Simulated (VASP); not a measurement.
Input of a VASP 6.6.1 run:

INCAR

```
PREC = Accurate ; ENCUT = 520
EDIFF = 1E-7 ; ISMEAR = -1
SIGMA = 0.05 ; LREAL = False
LASPH = True ; NELM = 60
ALGO = Normal ; ISIF = 2
LWAVE = False ; LCHARG = True
LELF = True ; LVHAR = True
NBANDS = 18
```

The input KPOINTS:

```
Automatic mesh
0
Gamma
  13 13 7
```

POSCAR

```
Cu
1.0
    2.5730649657      0.0000000000      0.0000000000
   -1.2865324828      2.2283396258      0.0000000000
    0.0000000000      0.0000000000      4.1683652444
Cu
2
Direct
    0.3133333333      0.6566666667      0.2350000000
    0.6866666667      0.3433333333      0.7650000000
```

Potentials or basis: VASP PAW LDA potentials, release 64 (Cu).

The run is started by

```console
$ cat potpaw_LDA.64/Cu/POTCAR > POTCAR
$ mpirun -np 1 vasp_std > vasp.out
```

What does it give for the band gap on the k mesh?

Zero (band 11 reaches 10.18 eV, above the bottom of band 12 at 5.33 eV).

Predict the largest force.

0.765 eV/Å.

Estimate the pressure.

-11.5 GPa.

Stress tensor (GPa, compression positive):
```
-12.79   0.76   0.75
  0.76 -13.67   0.43
  0.75   0.43  -8.02
```

Caveat: the cell differs from its parent crystal (shortest bond scaled by 0.94).
